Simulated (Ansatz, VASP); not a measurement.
**One calculation of AlH4, two programs**

Contents of INCAR:

```
PREC     = Accurate       # precision mode
ENCUT    = 520            # plane-wave cutoff, eV
EDIFF    = 1E-7           # SCF threshold, eV
ISMEAR   = 0              # smearing method
SIGMA    = 0.1            # smearing width, eV
LREAL    = False          # projectors in reciprocal space
LASPH    = True           # aspherical terms in the spheres
NELM     = 80             # most SCF steps
ALGO     = Normal         # electronic algorithm
ISIF     = 2              # what is computed and relaxed
LWAVE    = False          # write WAVECAR
LCHARG   = False          # write CHGCAR
GGA      = PE             # functional
NBANDS   = 12             # bands
```

The input KPOINTS:

```
regular mesh
0
Gamma
  6 6 6
```

Contents of POSCAR:

```
AlH4
1.0
   -2.2505692000      2.2505692000      2.2505692000
    2.2505692000     -2.2505692000      2.2505692000
    2.2505692000      2.2505692000     -2.2505692000
Al H
1 4
Direct
    0.0000000000      0.0000000000      0.0000000000
    0.0000000000      0.0000000000      0.5000000000
    0.0000000000      0.5000000000      0.0000000000
    0.5000000000      0.0000000000      0.0000000000
    0.5000000000      0.5000000000      0.5000000000
```

Input for Ansatz:

```yaml
crystal:
  lattice:
    - [-2.2505692, 2.2505692, 2.2505692]
    - [2.2505692, -2.2505692, 2.2505692]
    - [2.2505692, 2.2505692, -2.2505692]
  atoms:
    - { symbol: Al, position: [0.0, 0.0, 0.0] }
    - { symbol: H, position: [0.0, 0.0, 0.5] }
    - { symbol: H, position: [0.0, 0.5, 0.0] }
    - { symbol: H, position: [0.5, 0.0, 0.0] }
    - { symbol: H, position: [0.5, 0.5, 0.5] }
basis:
  ecutwfc: 420
kpoints:
  mp_grid: { grid: [6, 6, 6] }
hamiltonian:
  xc: pbe
scf:
  occupations: { method: gaussian, width: 0.1 }
  lower_state_search: "off"
output:
  forces: true
  stress: true
  eigenvalues: true
```

Change from the starting cell: species swapped into the MnGa4 type (Im-3m, No. 229).

Alike in both runs: task single point; functional PBE; k mesh 6 × 6 × 6; occupations gaussian, width 0.1 eV; no spin polarisation.

|  | VASP | Ansatz |
| --- | --- | --- |
| version | VASP 6.6.1 | Ansatz 0.2.0 |
| potentials or method | VASP PAW PBE potentials, release 64 (Al, H), cutoff 520 eV | scalar-relativistic, plane waves, PAW |
| valence electrons in the cell | 7 | 7 |

Ansatz gave:

| Property | Result |
| --- | --- |
| gap on the k mesh at the Fermi level (eV) | none |
| pressure (GPa) | -11.7 |

Task: What did VASP give for the same quantities?

Result: gap on the k mesh at the Fermi level (eV): none; pressure (GPa): -11.8.

A gap of «none» marks a metal or a gap that the smearing closes.
